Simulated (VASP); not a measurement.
# Pt (P6/mmm) in VASP: a series of runs

Runs on Pt. Level: LDA. Tasks: single point.

All numbers are computed with VASP 6.6.1; they aren't measurements. Logs are shortened: lines on timing, memory, paths and dates and some standing lists are left out, and cuts for length are marked.

## Step 1: The cell of the first run

It takes space group P6/mmm (No. 191, hexagonal). Conventional cell: a = 4.446 Å, b = 4.446 Å, c = 2.649 Å, α = 90.00°, β = 90.00°, γ = 120.00°. Pt (site symmetry 6/mmm) has 14 Pt at 2.65 to 2.89 Å within 3.5 Å. Within 3.4 Å of Pt (site symmetry -6m2) lie 11 Pt at 2.57 to 2.89 Å.

## Step 2: Single point, LDA

The input, INCAR:

```
  ALGO = Normal
  EDIFF = 1E-7
  ENCUT = 520
  ISIF = 2
  ISMEAR = -1
  LASPH = True
  LCHARG = False
  LREAL = False
  LWAVE = False
  NBANDS = 22
  NELM = 100
  PREC = Accurate
  SIGMA = 0.1
```

The input, KPOINTS:

```
k-points
0
Gamma
  9 9 13
```

The input, POSCAR:

```
Pt
1.0
    4.4458448396      0.0000000000      0.0000000000
   -2.2229224198      3.8502145723      0.0000000000
    0.0000000000      0.0000000000      2.6487895863
Pt
3
Direct
    1.0000000000      1.0000000000      1.0000000000
    0.3333333333      0.6666666667      0.5000000000
    0.6666666667      0.3333333333      0.5000000000
```

Potentials or basis: VASP PAW LDA potentials, release 64 (Pt).

Command:

```
> cat potpaw_LDA.64/Pt/POTCAR > POTCAR
> mpirun -np 1 vasp_std > vasp.out
```

OUTCAR:

```text
EDIFF = 1E-7
   ENCUT = 520
   ISIF = 2
   ISMEAR = -1
   LASPH = True
   LREAL = False
   NELM = 100
   PREC = Accurate

 ion  position               nearest neighbor table
   1  0.000  0.000  0.000-   2 2.89   3 2.89   2 2.89   3 2.89   2 2.89   2 2.89   3 2.89   3 2.89
                             3 2.89   3 2.89   2 2.89   2 2.89
   2  0.333  0.667  0.500-   3 2.57   3 2.57   3 2.57   1 2.89   1 2.89   1 2.89   1 2.89   1 2.89
                             1 2.89
   3  0.667  0.333  0.500-   2 2.57   2 2.57   2 2.57   1 2.89   1 2.89   1 2.89   1 2.89   1 2.89
                             1 2.89

  LATTYP: Found a hexagonal cell.
 ALAT       =     4.4458448396
 C/A-ratio  =     0.5957899301

  Lattice vectors:

 A1 = (   4.4458448396,   0.0000000000,   0.0000000000)
 A2 = (  -2.2229224198,   3.8502145723,   0.0000000000)
 A3 = (   0.0000000000,   0.0000000000,   2.6487895863)

Analysis of symmetry for initial positions (statically):
=====================================================================
 Subroutine PRICEL returns:
 Original cell was already a primitive cell.

 Routine SETGRP: Setting up the symmetry group for a
 hexagonal supercell.

 Subroutine GETGRP returns: Found 24 space group operations
 (whereof 24 operations were pure point group operations)
 out of a pool of 24 trial point group operations.

The static configuration has the point symmetry D_6h.

Analysis of symmetry for dynamics (positions and initial velocities):
=====================================================================
 Subroutine PRICEL returns:
 Original cell was already a primitive cell.

 Routine SETGRP: Setting up the symmetry group for a
 hexagonal supercell.

 Subroutine GETGRP returns: Found 24 space group operations
 (whereof 24 operations were pure point group operations)
 out of a pool of 24 trial point group operations.

The dynamic configuration has the point symmetry D_6h.

 Subroutine INISYM returns: Found 24 space group operations
 (whereof 24 operations are pure point group operations),
 and found     1 'primitive' translations

----------------------------------------------------------------------------------------

                                     Primitive cell

  volume of cell :      45.3405

  direct lattice vectors                    reciprocal lattice vectors
     4.445844840  0.000000000  0.000000000     0.224929127  0.129862892  0.000000000
    -2.222922420  3.850214572  0.000000000     0.000000000  0.259725784  0.000000000
     0.000000000  0.000000000  2.648789586     0.000000000  0.000000000  0.377530932

  length of vectors
     4.445844840  4.445844840  2.648789586     0.259725784  0.259725784  0.377530932

  position of ions in fractional coordinates (direct lattice)
     0.000000000  0.000000000  0.000000000
     0.333333333  0.666666667  0.500000000
     0.666666667  0.333333333  0.500000000

  ion indices of the primitive-cell ions
   primitive index   ion index
                 1           1
                 2           2
                 3           3

----------------------------------------------------------------------------------------

 KPOINTS: k-points

Automatic generation of k-mesh.
 Grid dimensions read from file:
 generate k-points for:    9    9   13

 Generating k-lattice:

  Cartesian coordinates                     Fractional coordinates (reciprocal lattice)
     0.024992125  0.014429210  0.000000000     0.111111111 -0.000000000  0.000000000
     0.000000000  0.028858420  0.000000000     0.000000000  0.111111111  0.000000000
     0.000000000  0.000000000  0.029040841     0.000000000  0.000000000  0.076923077

  Length of vectors
     0.028858420  0.028858420  0.029040841

  Shift w.r.t. Gamma in fractional coordinates (k-lattice)
     0.000000000  0.000000000  0.000000000

 Subroutine IBZKPT returns following result:
 ===========================================

 Found     84 irreducible k-points:

 Following reciprocal coordinates:
            Coordinates               Weight
  0.000000  0.000000  0.000000      1.000000
  0.111111  0.000000  0.000000      6.000000
  0.222222  0.000000  0.000000      6.000000
  0.333333  0.000000  0.000000      6.000000
  0.444444  0.000000  0.000000      6.000000
  0.111111  0.111111  0.000000      6.000000
[... 16 lines left out ...]
  0.333333  0.222222  0.076923     24.000000
  0.333333  0.333333  0.076923      4.000000
 [... further k-points ...]
   k-points           NKPTS =     84   k-points in BZ     NKDIM =     84   number of bands    NBANDS=     22
   number of dos      NEDOS =    301   number of ions     NIONS =      3
   total plane-waves  NPLWV =  25920
   dimension x,y,z NGX =    36 NGY =   36 NGZ =   20
   dimension x,y,z NGXF=    72 NGYF=   72 NGZF=   40
   ions per type =               3
   NGX,Y,Z   is equivalent  to a cutoff of  13.46, 13.46, 12.55 a.u.
   NGXF,Y,Z  is equivalent  to a cutoff of  26.92, 26.92, 25.11 a.u.
 SYSTEM =  unknown system
   PREC   = accura    normal or accurate (medium, high low for compatibility)
   ISTART =      0    job   : 0-new  1-cont  2-samecut
   ICHARG =      2    charge: 1-file 2-atom 10-const
   ISPIN  =      1    spin polarized calculation?
   LNONCOLLINEAR =      F non collinear calculations
   LSORBIT =      F    spin-orbit coupling
   LASPH  =      T    aspherical Exc in radial PAW
   ENCUT  =  520.0 eV  38.22 Ry    6.18 a.u.   8.27  8.27  4.92*2*pi/ulx,y,z
   NELM   =    100;   NELMIN=  2; NELMDL= -5     # of ELM steps
   EDIFF  = 0.1E-06   stopping-criterion for ELM
   LREAL  =      F    real-space projection
   EDIFFG = 0.1E-05   stopping-criterion for IOM
   NSW    =      0    number of steps for IOM
   IBRION =     -1    ionic relax: 0-MD 1-quasi-New 2-CG
   NFREE  =      0    steps in history (QN), initial steepest desc. (CG)
   ISIF   =      2    stress and relaxation
   ISYM   =      2    0-nonsym 1-usesym 2-fastsym
   POTIM  = 0.5000    time-step for ionic-motion
   TEBEG  =    0.0;   TEEND  =   0.0 temperature during run
   PSTRESS=    0.0 pullay stress
   NELECT =      30.0000    total number of electrons
   NUPDOWN=      -1.0000    fix difference up-down
   EMIN   =  10.00;   EMAX   =-10.00  energy-range for DOS
   EFERMI =   0.00;   METHOD = LEGACY
   ISMEAR =    -1;   SIGMA  =   0.10  broadening in eV -4-tet -1-fermi 0-gaus
   EFERMI_NEDOS =   21; number of points for ismear=-14 and -15
   IALGO  =     38    algorithm
   IMIX   =      4    mixing-type and parameters
     AMIX     =   0.40;   BMIX     =  1.00
     AMIX_MAG =   1.60;   BMIX_MAG =  1.00
  volume/ion in A,a.u.               =      15.11       101.99
  Fermi-wavevector in a.u.,A,eV,Ry     =   1.426548  2.695785 27.688384  2.035039
  Thomas-Fermi vector in A             =   2.546813
   LORBIT       =      0    0 simple, 1 ext, 2 COOP (PROOUT), +10 PAW based schemes
   GGA     = CA    functional components
   LHFCALC =     F    Hartree Fock is set to
   AEXX    =    0.0000 exact exchange contribution
   IVDW    =     0    specifies the selected vdW correction
   LEPSILON=     F    determine dielectric tensor
   LRPA    =     F    only Hartree local field effects (RPA)
 non-spin polarized calculation
  energy-cutoff  :      520.00
  volume of cell :       45.34
 maximum number of plane-waves:      1240
 NGX is ok and might be reduce to    36
   NGX = 17   NGY = 17   NGZ =  9

 number of electron      30.0000002 magnetization

 Free energy of the ion-electron system (eV)
  ---------------------------------------------------
  ext. energy  EPLUGINS =         0.00000000
  ---------------------------------------------------
  free energy    TOTEN  =       -22.08548316 eV

  energy without entropy =      -21.92124521  energy(sigma->0) =      -22.00336418

 E-fermi :  11.0368     XC(G=0): -13.6618

 val. band max:       11.0320519355   @ k =   0.3333   0.0000   0.3077
 cond. band min:      11.0371116319   @ k =   0.3333   0.1111   0.3077
 fundamental gap:      0.0050596964
 Fermi energy:        11.0368197353

 k-point     1 :       0.0000    0.0000    0.0000
  band No.  band energies     occupation
      1       0.8826      2.00000
      2       4.2253      2.00000
      3       5.8964      2.00000
      4       6.6465      2.00000
      5       6.6465      2.00000
      6       6.6583      2.00000
[... 14 lines left out ...]
     21      18.6054      0.00000
     22      18.6054      0.00000

 k-point     2 :       0.1111    0.0000    0.0000
  band No.  band energies     occupation
      1       1.0556      2.00000
      2       4.2691      2.00000
      3       5.6436      2.00000
      4       6.0024      2.00000
      5       6.2077      2.00000
      6       6.6203      2.00000
[... 14 lines left out ...]
     21      20.4081      0.00000
     22      20.5860      0.00000

 k-point     3 :       0.2222    0.0000    0.0000
  band No.  band energies     occupation
      1       1.5545      2.00000
      2       4.3246      2.00000
      3       5.0253      2.00000
      4       5.5928      2.00000
      5       5.9566      2.00000
      6       6.4828      2.00000
[... 14 lines left out ...]
     21      22.2118      0.00000
     22      22.4819      0.00000

 k-point     4 :       0.3333    0.0000    0.0000
  band No.  band energies     occupation
      1       2.3141      2.00000
      2       4.0750      2.00000
      3       4.7054      2.00000
      4       5.3156      2.00000
      5       5.8735      2.00000
      6       6.2136      2.00000
[... 14 lines left out ...]
     21      23.8488      0.00000
     22      23.9218      0.00000

 k-point     5 :       0.4444    0.0000    0.0000
  band No.  band energies     occupation
      1       3.1943      2.00000
      2       3.7934      2.00000
      3       4.1619      2.00000
      4       5.4780      2.00000
      5       5.8461      2.00000
      6       5.8868      2.00000
[... 417 lines left out ...]
 k-point    22 :       0.2222    0.2222    0.0769
  band No.  band energies     occupation
      1       2.8285      2.00000
      2       4.1169      2.00000
      3       4.5224      2.00000
      4       5.3637      2.00000
      5       5.9876      2.00000
      6       6.5295      2.00000
[... 14 lines left out ...]
     21      24.8660      0.00000
     22      25.0669      0.00000

 k-point    23 :       0.3333    0.2222    0.0769
  band No.  band energies     occupation
      1       3.4222      2.00000
      2       3.9157      2.00000
      3       4.2020      2.00000
      4       5.6593      2.00000
      5       5.8811      2.00000
      6       6.3258      2.00000
[... 14 lines left out ...]
     21      24.4192      0.00000
     22      25.8367      0.00000

 k-point    24 :       0.3333    0.3333    0.0769
  band No.  band energies     occupation
      1       3.4978      2.00000
      2       4.0364      2.00000
      3       4.0364      2.00000
      4       5.8203      2.00000
      5       5.8203      2.00000
      6       6.2999      2.00000
[... 14 lines left out ...]
     21      22.3691      0.00000
     22      26.4093      0.00000

 [... further k-points ...]

------------------------ aborting loop because EDIFF is reached ----------------------------------------

  FORCE on cell =-STRESS in cart. coord.  units (eV):
  Direction    XX          YY          ZZ          XY          YZ          ZX
  --------------------------------------------------------------------------------------
  -------------------------------------------------------------------------------------
  Total        0.0956228      0.0956228      0.4442649      0.0000000      0.0000000      0.0000000
  in kB        3.3789771      3.3789771     15.6987796      0.0000000      0.0000000      0.0000000
  external PRESSURE =       7.4855779 kB  Pullay stress =       0.0000000 kB

 VOLUME and BASIS-vectors are now :
 -----------------------------------------------------------------------------
  energy-cutoff  :      520.00
  volume of cell :       45.34
      direct lattice vectors                 reciprocal lattice vectors
     4.445844840  0.000000000  0.000000000     0.224929127  0.129862892  0.000000000
    -2.222922420  3.850214572  0.000000000     0.000000000  0.259725784  0.000000000
     0.000000000  0.000000000  2.648789586     0.000000000  0.000000000  0.377530932

 POSITION                                       TOTAL-FORCE (eV/Angst)
 -----------------------------------------------------------------------------------
      0.00000      0.00000      0.00000        -0.000000      0.000000      0.000000
     -0.00000      2.56681      1.32439         0.000000     -0.000000     -0.000000
      2.22292      1.28340      1.32439        -0.000000      0.000000      0.000000
 -----------------------------------------------------------------------------------
    total drift:                                0.000000      0.000000     -0.000000

  FREE ENERGIE OF THE ION-ELECTRON SYSTEM (eV)
  ---------------------------------------------------
  free  energy   TOTEN  =       -22.0854831607 eV

  energy  without entropy=      -21.9212452069  energy(sigma->0) =      -22.00336418
```

Wall time 51 s (1 thread of AMD EPYC 7R13 (Zen 3), shared host); peak memory 0.16 GiB.

Results:

```
Free energy            : -22.0855 eV
Pressure               : 0.7 GPa
Band gap on the k mesh : zero (band 15 reaches 12.13 eV, above the bottom of band 16 at 10.76 eV)
```

Stress tensor (GPa, compression positive):
```
0.34 0.00 0.00
0.00 0.34 0.00
0.00 0.00 1.57
```

Caveat: spin-orbit coupling is left out, which moves the levels of the heavy elements.

## Step 3: Single point, LDA (volume scaled by 1.04)

The input, INCAR:

```
SYSTEM = Pt
ALGO = Normal ; EDIFF = 1E-6
ENCUT = 520 ; ISIF = 2
ISMEAR = -1 ; LASPH = .TRUE.
LCHARG = .TRUE. ; LELF = .TRUE.
LREAL = .FALSE. ; LVHAR = .TRUE.
LWAVE = .FALSE. ; NBANDS = 22
NELM = 80 ; PREC = Accurate
SIGMA = 0.1
```

The input, KPOINTS:

```
k-points
0
G
  9 9 13
  0 0 0
```

The input, POSCAR:

```
Pt
1.0
    4.5043495071      0.0000000000      0.0000000000
   -2.2521747536      3.9008811007      0.0000000000
    0.0000000000      0.0000000000      2.6836460781
Pt
3
Direct
    1.0000000000      1.0000000000      1.0000000000
    0.3333333333      0.6666666667      0.5000000000
    0.6666666667      0.3333333333      0.5000000000
```

Potentials or basis: VASP PAW LDA potentials, release 64 (Pt).

Command:

```
> cat potpaw_LDA.64/Pt/POTCAR > POTCAR
> mpirun -np 1 vasp_std > vasp.out
```

Run time: 50 s. Hardware: 1 thread of AMD EPYC 7R13 (Zen 3), shared host; peak memory 0.16 GiB.

The run converged. Its results:

```
Free energy            : -22.0343 eV
Pressure               : -9.6 GPa
Band gap on the k mesh : zero (band 15 reaches 11.31 eV, above the bottom of band 16 at 10.03 eV)
```

Stress tensor (GPa, compression positive):
```
-9.97  0.00  0.00
 0.00 -9.97  0.00
 0.00  0.00 -8.90
```

Levels at points of the mesh, in eV from the Fermi level:
```tsv
k point	band 13	band 14	band 15	band 16	band 17	band 18
(0.00, 0.00, 0.00)	-1.84	-1.84	0.35	0.35	4.95	5.90
```

Caveat: spin-orbit coupling is left out, which moves the levels of the heavy elements.

## Step 4: Single point, LDA (volume scaled by 1.08)

The input, INCAR:

```
SYSTEM = Pt
ALGO = Normal ; EDIFF = 1E-6
ENCUT = 520 ; GGA = CA
ISIF = 2 ; ISMEAR = -1
LASPH = .TRUE. ; LCHARG = .FALSE.
LREAL = .FALSE. ; LWAVE = .FALSE.
NBANDS = 22 ; NELM = 100
PREC = Accurate ; SIGMA = 0.1
```

KPOINTS is that of step 3.

The input, POSCAR:

```
Pt
1.0
    4.5613726430      0.0000000000      0.0000000000
   -2.2806863215      3.9502645850      0.0000000000
    0.0000000000      0.0000000000      2.7176198882
Pt
3
Direct
    1.0000000000      1.0000000000      1.0000000000
    0.3333333333      0.6666666667      0.5000000000
    0.6666666667      0.3333333333      0.5000000000
```

Command:

```
> cat potpaw_LDA.64/Pt/POTCAR > POTCAR
> mpirun -np 1 vasp_std > vasp.out
```

It took 48 s on 1 thread of AMD EPYC 7R13 (Zen 3), shared host; peak memory 0.16 GiB.

Results (log left out):

| Quantity | Value |
| --- | --- |
| Free energy | -21.8797 eV |
| Pressure | -17.6 GPa |
| Band gap on the k mesh | zero (band 15 reaches 10.55 eV, above the bottom of band 16 at 9.36 eV) |

Stress tensor (GPa, compression positive):
```
-17.91   0.00   0.00
  0.00 -17.91   0.00
  0.00   0.00 -17.00
```

Levels at points of the mesh, in eV from the Fermi level:
```
           k point  band 11  band 12  band 13  band 14  band 15  band 16  band 17  band 18  band 19  band 20
(0.00, 0.00, 0.00)    -1.82    -1.82    -1.72    -1.72     0.32     0.32     4.75     5.69     7.11     7.11
```

Caveat: spin-orbit coupling is left out, which moves the levels of the heavy elements.

(Part 1 of 2 ends here.)
